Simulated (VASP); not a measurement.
Write the native input for VASP 6.6.1 that does the following.

```
Task                   : electric field gradients
Functional             : PBEsol
Potentials or basis    : VASP PAW PBE potentials, release 64 (Be)
Cutoff                 : 520 eV
k mesh                 : 9 × 9 × 14
Occupations            : fermi-dirac, width 0.05 eV
Spin                   : no spin polarisation
Dipole correction      : no
Further INCAR settings : ALGO = Normal; EDIFF = 1e-08; NBANDS = 12
```

The structure of Be lies in POSCAR:

```
Be
1.0
    3.8202995976      0.0000000000      0.0000000000
    0.0000000000      3.8202995976      0.0000000000
    0.0000000000      0.0000000000      2.3260223395
Be
4
Direct
    0.2974080000      0.2974080000      0.0000000000
    0.7025920000      0.7025920000      0.0000000000
    0.2025920000      0.7974080000      0.5000000000
    0.7974080000      0.2025920000      0.5000000000
```

This cell differs from its parent crystal: volume scaled by 1.06.

These files were run (other wordings do the same):

INCAR

```
SYSTEM = Be
PREC = Accurate ; ENCUT = 520
EDIFF = 1E-8 ; ISMEAR = -1
SIGMA = 0.05 ; LREAL = .False.
LASPH = .True. ; NELM = 60
ALGO = Normal ; ISIF = 2
LWAVE = .False. ; LCHARG = .False.
GGA = PS ; LEFG = .True.
NBANDS = 12
```

KPOINTS

```
Automatic mesh
0
Gamma
  9 9 14
  0 0 0
```

Potentials or basis: VASP PAW PBE potentials, release 64 (Be).

The run is started by

```console
$ cat potpaw_PBE.64/Be/POTCAR > POTCAR
$ mpirun -np 1 vasp_std > vasp.out
```

Results of the run:

```
Pressure               : -7.0 GPa
Largest force          : 0.028 eV/Å
Band gap on the k mesh : zero (band 4 reaches 7.32 eV, above the bottom of band 5 at 5.26 eV)
```

Caveat: without QUAD_EFG the Cq values of the log hold for a quadrupole moment of 1 mb, not for the nuclei; the PAW data sets were made with another functional, which shifts forces and pressure a little.

Run time: 22 s on 1 thread of Intel(R) Xeon(R) Platinum 8259CL CPU @ 2.50GHz (Skylake/Cascade Lake) (shared host), peak memory 0.16 GiB.
